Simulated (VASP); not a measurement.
# Ir (Fm-3m) in VASP: notebook

The runs below take Ir through electric field gradients, with PBE.

Program: VASP 6.6.1. These are calculated values, not measurements. Logs are shortened: lines on timing, memory, paths and dates and some standing lists are left out, and cuts for length are marked.

## Step 1: The cell of the first run

It takes space group Fm-3m (No. 225, cubic). The conventional cell has a = 3.915 Å, b = 3.915 Å, c = 3.915 Å, α = 90.00°, β = 90.00°, γ = 90.00°. Within 3.6 Å of Ir (site symmetry m-3m) lie 12 Ir at 2.77 Å.

## Step 2: Electric field gradients, PBE (volume scaled by 1.06)

Input file INCAR:

```
  PREC = Accurate
  ENCUT = 520
  EDIFF = 1E-8
  ISMEAR = -1
  SIGMA = 0.05
  LREAL = F
  LASPH = T
  NELM = 60
  ALGO = Normal
  ISIF = 2
  LWAVE = F
  LCHARG = F
  GGA = PE
  LEFG = T
  NBANDS = 10
```

Input file KPOINTS:

```
Automatic mesh
0
Gamma
  15 15 15
```

Input file POSCAR:

```
Ir
1.0
    0.0000000000      1.9573507352      1.9573507352
    1.9573507352      0.0000000000      1.9573507352
    1.9573507352      1.9573507352      0.0000000000
Ir
1
Direct
    0.0000000000      0.0000000000      0.0000000000
```

Potentials or basis: VASP PAW PBE potentials, release 64 (Ir).

Run with:

```bash
> cat potpaw_PBE.64/Ir/POTCAR > POTCAR
> mpirun -np 1 vasp_std > vasp.out
```

OUTCAR:

```text
PREC = Accurate
   ENCUT = 520
   EDIFF = 1E-8
   ISMEAR = -1
   LREAL = F
   LASPH = T
   NELM = 60
   ISIF = 2
   GGA = PE

 ion  position               nearest neighbor table
   1  0.000  0.000  0.000-

  LATTYP: Found a face centered cubic cell.
 ALAT       =     3.9147014704

  Lattice vectors:

 A1 = (   0.0000000000,   1.9573507352,   1.9573507352)
 A2 = (   1.9573507352,   0.0000000000,   1.9573507352)
 A3 = (   1.9573507352,   1.9573507352,   0.0000000000)

Analysis of symmetry for initial positions (statically):
=====================================================================
 Subroutine PRICEL returns:
 Original cell was already a primitive cell.

 Routine SETGRP: Setting up the symmetry group for a
 face centered cubic supercell.

 Subroutine GETGRP returns: Found 48 space group operations
[... 9 lines left out ...]

 Routine SETGRP: Setting up the symmetry group for a
 face centered cubic supercell.

 Subroutine GETGRP returns: Found 48 space group operations
 (whereof 48 operations were pure point group operations)
 out of a pool of 48 trial point group operations.

The dynamic configuration has the point symmetry O_h .

 Subroutine INISYM returns: Found 48 space group operations
 (whereof 48 operations are pure point group operations),
 and found     1 'primitive' translations

----------------------------------------------------------------------------------------

                                     Primitive cell

  volume of cell :      14.9981

  direct lattice vectors                    reciprocal lattice vectors
     0.000000000  1.957350735  1.957350735    -0.255447320  0.255447320  0.255447320
     1.957350735  0.000000000  1.957350735     0.255447320 -0.255447320  0.255447320
     1.957350735  1.957350735  0.000000000     0.255447320  0.255447320 -0.255447320

  length of vectors
     2.768111956  2.768111956  2.768111956     0.442447737  0.442447737  0.442447737

  position of ions in fractional coordinates (direct lattice)
     0.000000000  0.000000000  0.000000000

  ion indices of the primitive-cell ions
   primitive index   ion index
                 1           1

----------------------------------------------------------------------------------------

 KPOINTS: Automatic mesh

Automatic generation of k-mesh.
 Grid dimensions read from file:
 generate k-points for:   15   15   15

 Generating k-lattice:

  Cartesian coordinates                     Fractional coordinates (reciprocal lattice)
    -0.017029821  0.017029821  0.017029821     0.066666667  0.000000000  0.000000000
     0.017029821 -0.017029821  0.017029821     0.000000000  0.066666667  0.000000000
     0.017029821  0.017029821 -0.017029821     0.000000000  0.000000000  0.066666667

  Length of vectors
     0.029496516  0.029496516  0.029496516

  Shift w.r.t. Gamma in fractional coordinates (k-lattice)
     0.000000000  0.000000000  0.000000000

 Subroutine IBZKPT returns following result:
 ===========================================

 Found    120 irreducible k-points:

 Following reciprocal coordinates:
            Coordinates               Weight
  0.000000  0.000000  0.000000      1.000000
  0.066667  0.000000  0.000000      8.000000
  0.133333  0.000000  0.000000      8.000000
  0.200000  0.000000  0.000000      8.000000
  0.266667  0.000000  0.000000      8.000000
  0.333333  0.000000  0.000000      8.000000
[... 16 lines left out ...]
  0.133333  0.133333  0.000000      6.000000
  0.200000  0.133333  0.000000     24.000000
 [... further k-points ...]
   k-points           NKPTS =    120   k-points in BZ     NKDIM =    120   number of bands    NBANDS=     10
   number of dos      NEDOS =    301   number of ions     NIONS =      1
   total plane-waves  NPLWV =  13824
   dimension x,y,z NGX =    24 NGY =   24 NGZ =   24
   dimension x,y,z NGXF=    48 NGYF=   48 NGZF=   48
   ions per type =               1
   NGX,Y,Z   is equivalent  to a cutoff of  14.41, 14.41, 14.41 a.u.
   NGXF,Y,Z  is equivalent  to a cutoff of  28.83, 28.83, 28.83 a.u.
 SYSTEM =  unknown system
   PREC   = accura    normal or accurate (medium, high low for compatibility)
   ISTART =      0    job   : 0-new  1-cont  2-samecut
   ICHARG =      2    charge: 1-file 2-atom 10-const
   ISPIN  =      1    spin polarized calculation?
   LNONCOLLINEAR =      F non collinear calculations
   LSORBIT =      F    spin-orbit coupling
   LASPH  =      T    aspherical Exc in radial PAW
   ENCUT  =  520.0 eV  38.22 Ry    6.18 a.u.   5.15  5.15  5.15*2*pi/ulx,y,z
   NELM   =     60;   NELMIN=  2; NELMDL= -5     # of ELM steps
   EDIFF  = 0.1E-07   stopping-criterion for ELM
   LREAL  =      F    real-space projection
   EDIFFG = 0.1E-06   stopping-criterion for IOM
   NSW    =      0    number of steps for IOM
   IBRION =     -1    ionic relax: 0-MD 1-quasi-New 2-CG
   NFREE  =      0    steps in history (QN), initial steepest desc. (CG)
   ISIF   =      2    stress and relaxation
   ISYM   =      2    0-nonsym 1-usesym 2-fastsym
   POTIM  = 0.5000    time-step for ionic-motion
   TEBEG  =    0.0;   TEEND  =   0.0 temperature during run
   PSTRESS=    0.0 pullay stress
   NELECT =       9.0000    total number of electrons
   NUPDOWN=      -1.0000    fix difference up-down
   EMIN   =  10.00;   EMAX   =-10.00  energy-range for DOS
   EFERMI =   0.00;   METHOD = LEGACY
   ISMEAR =    -1;   SIGMA  =   0.05  broadening in eV -4-tet -1-fermi 0-gaus
   EFERMI_NEDOS =   21; number of points for ismear=-14 and -15
   IALGO  =     38    algorithm
   IMIX   =      4    mixing-type and parameters
     AMIX     =   0.40;   BMIX     =  1.00
     AMIX_MAG =   1.60;   BMIX_MAG =  1.00
  volume/ion in A,a.u.               =      15.00       101.21
  Fermi-wavevector in a.u.,A,eV,Ry     =   1.380841  2.609411 25.942527  1.906722
  Thomas-Fermi vector in A             =   2.505681
   LORBIT       =      0    0 simple, 1 ext, 2 COOP (PROOUT), +10 PAW based schemes
   GGA     = PE    functional components
   LHFCALC =     F    Hartree Fock is set to
   AEXX    =    0.0000 exact exchange contribution
   IVDW    =     0    specifies the selected vdW correction
   LEPSILON=     F    determine dielectric tensor
   LRPA    =     F    only Hartree local field effects (RPA)
 non-spin polarized calculation
  energy-cutoff  :      520.00
  volume of cell :       15.00
 maximum number of plane-waves:       419
 NGX is ok and might be reduce to    24
   NGX = 11   NGY = 11   NGZ = 11

 number of electron       9.0000001 magnetization

 Free energy of the ion-electron system (eV)
  ---------------------------------------------------
  ext. energy  EPLUGINS =         0.00000000
  ---------------------------------------------------
  free energy    TOTEN  =        -8.84317475 eV

  energy without entropy =       -8.83450917  energy(sigma->0) =       -8.83884196

 E-fermi :   9.4530     XC(G=0): -13.6427

 val. band max:        9.4363067332   @ k =  -0.4000   0.4667   0.0667
 cond. band min:       9.4647961915   @ k =  -0.3333   0.2667   0.0667
 fundamental gap:      0.0284894583
 Fermi energy:         9.4529764861

 k-point     1 :       0.0000    0.0000    0.0000
  band No.  band energies     occupation
      1      -1.0800      2.00000
      2       5.8646      2.00000
      3       5.8646      2.00000
      4       5.8646      2.00000
      5       8.3124      2.00000
      6       8.3124      2.00000
      7      23.8470      0.00000
      8      29.0886      0.00000
      9      29.0886      0.00000
     10      29.0886      0.00000

 k-point     2 :       0.0667    0.0000    0.0000
  band No.  band energies     occupation
      1      -0.8944      2.00000
      2       5.7702      2.00000
      3       5.9431      2.00000
      4       5.9431      2.00000
      5       8.2645      2.00000
      6       8.2645      2.00000
      7      24.1567      0.00000
      8      28.0989      0.00000
      9      29.3847      0.00000
     10      29.3847      0.00000

 k-point     3 :       0.1333    0.0000    0.0000
  band No.  band energies     occupation
      1      -0.3638      2.00000
      2       5.5445      2.00000
      3       6.1334      2.00000
      4       6.1334      2.00000
      5       8.1808      2.00000
      6       8.1808      2.00000
      7      24.9638      0.00000
      8      26.2984      0.00000
      9      30.2307      0.00000
     10      30.2307      0.00000
[... 248 lines left out ...]
 k-point    23 :       0.1333    0.1333    0.0000
  band No.  band energies     occupation
      1      -0.1190      2.00000
      2       5.2012      2.00000
      3       6.4059      2.00000
      4       6.4059      2.00000
      5       7.5626      2.00000
      6       8.5889      2.00000
      7      25.4320      0.00000
      8      27.4242      0.00000
      9      29.1252      0.00000
     10      29.1252      0.00000

 k-point    24 :       0.2000    0.1333    0.0000
  band No.  band energies     occupation
      1       0.4802      2.00000
      2       4.9110      2.00000
      3       6.5850      2.00000
      4       6.6718      2.00000
      5       7.4031      2.00000
      6       8.7394      2.00000
      7      26.2214      0.00000
      8      26.3118      0.00000
      9      29.0842      0.00000
     10      29.6452      0.00000

 [... further k-points ...]
[... 5 lines left out ...]
  --------------------------------------------------------------------------------------
  -------------------------------------------------------------------------------------
  Total       -0.9862691     -0.9862691     -0.9862691      0.0000000     -0.0000000      0.0000000
  in kB     -105.3586110   -105.3586110   -105.3586110      0.0000000     -0.0000000      0.0000000
  external PRESSURE =    -105.3586110 kB  Pullay stress =       0.0000000 kB

 VOLUME and BASIS-vectors are now :
 -----------------------------------------------------------------------------
  energy-cutoff  :      520.00
  volume of cell :       15.00
      direct lattice vectors                 reciprocal lattice vectors
     0.000000000  1.957350735  1.957350735    -0.255447320  0.255447320  0.255447320
     1.957350735  0.000000000  1.957350735     0.255447320 -0.255447320  0.255447320
     1.957350735  1.957350735  0.000000000     0.255447320  0.255447320 -0.255447320

 POSITION                                       TOTAL-FORCE (eV/Angst)
 -----------------------------------------------------------------------------------
      0.00000      0.00000      0.00000         0.000000      0.000000      0.000000
 -----------------------------------------------------------------------------------
    total drift:                               -0.000000      0.000000      0.000000

  FREE ENERGIE OF THE ION-ELECTRON SYSTEM (eV)
  ---------------------------------------------------
  free  energy   TOTEN  =        -8.8431747506 eV

  energy  without entropy=       -8.8345091693  energy(sigma->0) =       -8.83884196

 Electric field gradients (V/A^2)
---------------------------------------------------------------------
 ion       V_xx      V_yy      V_zz      V_xy      V_xz      V_yz
---------------------------------------------------------------------
   1      -0.000    -0.000     0.000     0.000     0.000     0.000
---------------------------------------------------------------------

 Electric field gradients after diagonalization (V/A^2)
 (convention: |V_zz| > |V_xx| > |V_yy|)
----------------------------------------------------------------------
 ion       V_xx      V_yy      V_zz     asymmetry (V_yy - V_xx)/ V_zz
----------------------------------------------------------------------
   1      -0.000    -0.000     0.000       0.000
----------------------------------------------------------------------

           NMR quadrupolar parameters

 Cq : quadrupolar parameter    Cq=e*Q*V_zz/h
 eta: asymmetry parameters     (V_yy - V_xx)/ V_zz
 Q  : nuclear electric quadrupole moment in mb (millibarn)
----------------------------------------------------------------------
 ion       Cq(MHz)       eta       Q (mb)
----------------------------------------------------------------------
   1       0.000       0.000       1.000
----------------------------------------------------------------------
```

Wall time 30 s (1 thread of Intel Xeon 8259CL, shared host); peak memory 0.16 GiB.

What came out:

| Item | Value |
| --- | --- |
| Free energy | -8.8432 eV |
| Pressure | -10.5 GPa |

Caveat: without QUAD_EFG the Cq values of the log hold for a quadrupole moment of 1 mb, not for the nuclei; spin-orbit coupling is left out, which moves the levels of the heavy elements.

## Step 3: Electric field gradients, PBE (volume scaled by 1.06)

Input file INCAR:

```
SYSTEM = Ir
PREC = Accurate
ENCUT = 520
EDIFF = 1E-8
ISMEAR = -1
SIGMA = 0.05
LREAL = .FALSE.
LASPH = .TRUE.
NELM = 60
ALGO = Normal
ISIF = 2
LWAVE = .FALSE.
LCHARG = .FALSE.
GGA = PE
LEFG = .TRUE.
NBANDS = 10
```

Input file KPOINTS:

```
Automatic mesh
0
G
  15 15 15
  0 0 0
```

POSCAR is that of step 2.

Potentials or basis: VASP PAW PBE potentials, release 64 (Ir).

Run with:

```bash
> cat potpaw_PBE.64/Ir/POTCAR > POTCAR
> mpirun -np 1 vasp_std > vasp.out
```

OUTCAR:

```text
SYSTEM = Ir
   PREC = Accurate
   ENCUT = 520
   EDIFF = 1E-8
   ISMEAR = -1
   LREAL = .FALSE.
   LASPH = .TRUE.
   NELM = 60
   ISIF = 2
   GGA = PE

 ion  position               nearest neighbor table
   1  0.000  0.000  0.000-

  LATTYP: Found a face centered cubic cell.
 ALAT       =     3.9147014704

  Lattice vectors:

 A1 = (   0.0000000000,   1.9573507352,   1.9573507352)
 A2 = (   1.9573507352,   0.0000000000,   1.9573507352)
 A3 = (   1.9573507352,   1.9573507352,   0.0000000000)

Analysis of symmetry for initial positions (statically):
=====================================================================
 Subroutine PRICEL returns:
 Original cell was already a primitive cell.

 Routine SETGRP: Setting up the symmetry group for a
 face centered cubic supercell.

[... 493 lines left out ...]
  external PRESSURE =    -105.3586110 kB  Pullay stress =       0.0000000 kB

 VOLUME and BASIS-vectors are now :
 -----------------------------------------------------------------------------
  energy-cutoff  :      520.00
  volume of cell :       15.00
      direct lattice vectors                 reciprocal lattice vectors
     0.000000000  1.957350735  1.957350735    -0.255447320  0.255447320  0.255447320
     1.957350735  0.000000000  1.957350735     0.255447320 -0.255447320  0.255447320
     1.957350735  1.957350735  0.000000000     0.255447320  0.255447320 -0.255447320

 POSITION                                       TOTAL-FORCE (eV/Angst)
 -----------------------------------------------------------------------------------
      0.00000      0.00000      0.00000         0.000000      0.000000      0.000000
 -----------------------------------------------------------------------------------
    total drift:                               -0.000000      0.000000      0.000000

  FREE ENERGIE OF THE ION-ELECTRON SYSTEM (eV)
  ---------------------------------------------------
  free  energy   TOTEN  =        -8.8431747506 eV

  energy  without entropy=       -8.8345091693  energy(sigma->0) =       -8.83884196

 Electric field gradients (V/A^2)
---------------------------------------------------------------------
 ion       V_xx      V_yy      V_zz      V_xy      V_xz      V_yz
---------------------------------------------------------------------
   1      -0.000    -0.000     0.000     0.000     0.000     0.000
---------------------------------------------------------------------

 Electric field gradients after diagonalization (V/A^2)
 (convention: |V_zz| > |V_xx| > |V_yy|)
----------------------------------------------------------------------
 ion       V_xx      V_yy      V_zz     asymmetry (V_yy - V_xx)/ V_zz
----------------------------------------------------------------------
   1      -0.000    -0.000     0.000       0.000
----------------------------------------------------------------------

           NMR quadrupolar parameters

 Cq : quadrupolar parameter    Cq=e*Q*V_zz/h
 eta: asymmetry parameters     (V_yy - V_xx)/ V_zz
 Q  : nuclear electric quadrupole moment in mb (millibarn)
----------------------------------------------------------------------
 ion       Cq(MHz)       eta       Q (mb)
----------------------------------------------------------------------
   1       0.000       0.000       1.000
----------------------------------------------------------------------
```

OSZICAR:

```text
N       E                     dE             d eps       ncg     rms          rms(c)
DAV:   1     0.477222442132E+02    0.47722E+02   -0.42751E+03  2416   0.804E+02
DAV:   2    -0.846637886730E+01   -0.56189E+02   -0.52922E+02  2464   0.192E+02
DAV:   3    -0.941722779983E+01   -0.95085E+00   -0.94838E+00  2804   0.311E+01
DAV:   4    -0.942591119126E+01   -0.86834E-02   -0.86818E-02  2698   0.273E+00
DAV:   5    -0.942609387093E+01   -0.18268E-03   -0.18268E-03  2724   0.381E-01    0.130E+01
DAV:   6    -0.892762286785E+01    0.49847E+00   -0.96443E-01  2688   0.118E+01    0.509E+00
DAV:   7    -0.884886167826E+01    0.78761E-01   -0.26289E-01  2844   0.566E+00    0.149E+00
DAV:   8    -0.884621614454E+01    0.26455E-02   -0.20466E-03  2574   0.464E-01    0.107E+00
DAV:   9    -0.884316743585E+01    0.30487E-02   -0.18870E-03  2696   0.593E-01    0.129E-02
DAV:  10    -0.884317362833E+01   -0.61925E-05   -0.10265E-05  3222   0.290E-02    0.253E-02
DAV:  11    -0.884317476597E+01   -0.11376E-05   -0.92361E-07  2628   0.113E-02    0.779E-04
DAV:  12    -0.884317474742E+01    0.18554E-07   -0.12095E-08  2682   0.101E-03    0.743E-04
DAV:  13    -0.884317475060E+01   -0.31871E-08   -0.26095E-09  1386   0.321E-04
   1 F= -.88431748E+01 E0= -.88388420E+01  d E =-.866558E-02
```

Run time: 31 s. Hardware: 1 thread of Intel Xeon 8259CL, shared host; peak memory 0.16 GiB.

What came out:

```
Free energy : -8.8432 eV
Pressure    : -10.5 GPa
```

Caveat: without QUAD_EFG the Cq values of the log hold for a quadrupole moment of 1 mb, not for the nuclei; spin-orbit coupling is left out, which moves the levels of the heavy elements.
